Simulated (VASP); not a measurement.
Here is a VASP 6.6.1 calculation.

File POSCAR:

```
Os
1.0
    2.7393806551      0.0000000000      0.0000000000
   -1.3696903275      2.3723732379      0.0000000000
    0.0000000000      0.0000000000      4.3138178725
Os
2
Direct
    0.3333333333      0.6666666667      0.2500000000
    0.6666666667      0.3333333333      0.7500000000
```

The input INCAR.step1:

```
SYSTEM = Os
PREC     = Accurate       ! precision mode
ENCUT    = 520            ! plane-wave cutoff, eV
ISMEAR   = -1             ! smearing method
SIGMA    = 0.1            ! smearing width, eV
LREAL    = .FALSE.        ! projectors in reciprocal space
LASPH    = .TRUE.         ! aspherical terms in the spheres
NELM     = 60             ! most SCF steps
NBANDS   = 15             ! bands
GGA      = PE             ! functional
ALGO     = Normal         ! electronic algorithm
EDIFF    = 1E-4           ! SCF threshold, eV
LWAVE    = .TRUE.         ! write WAVECAR
LCHARG   = .FALSE.        ! write CHGCAR
```

Contents of INCAR.step2:

```
SYSTEM = Os
PREC     = Accurate       ! precision mode
ENCUT    = 520            ! plane-wave cutoff, eV
EDIFF    = 1E-7           ! SCF threshold, eV
ISMEAR   = -1             ! smearing method
SIGMA    = 0.1            ! smearing width, eV
LREAL    = .FALSE.        ! projectors in reciprocal space
LASPH    = .TRUE.         ! aspherical terms in the spheres
NELM     = 60             ! most SCF steps
ALGO     = Normal         ! electronic algorithm
ISIF     = 2              ! what is computed and relaxed
LWAVE    = .FALSE.        ! write WAVECAR
LCHARG   = .FALSE.        ! write CHGCAR
METAGGA  = R2SCAN         ! meta-GGA
LMIXTAU  = .TRUE.       
NBANDS   = 15             ! bands
ISTART   = 1
```

KPOINTS

```
regular mesh
0
G
  8 8 5
  0 0 0
```

Potentials or basis: VASP PAW PBE potentials, release 64 (Os).

Launch:

```console
$ cat potpaw_PBE.64/Os/POTCAR > POTCAR
$ cp INCAR.step1 INCAR
$ mpirun -np 1 vasp_std > vasp.out
$ cp INCAR.step2 INCAR
$ mpirun -np 1 vasp_std > vasp.out
```

(1) What does it give for the band gap on the k mesh?

(2) Estimate the pressure.

## Answers

(1) zero (bands 8 and 9 overlap by 3.84 eV).

(2) 0.5 GPa.

Caveat: the PAW data sets were made with another functional, which shifts forces and pressure a little; spin-orbit coupling is left out, which moves the levels of the heavy elements.
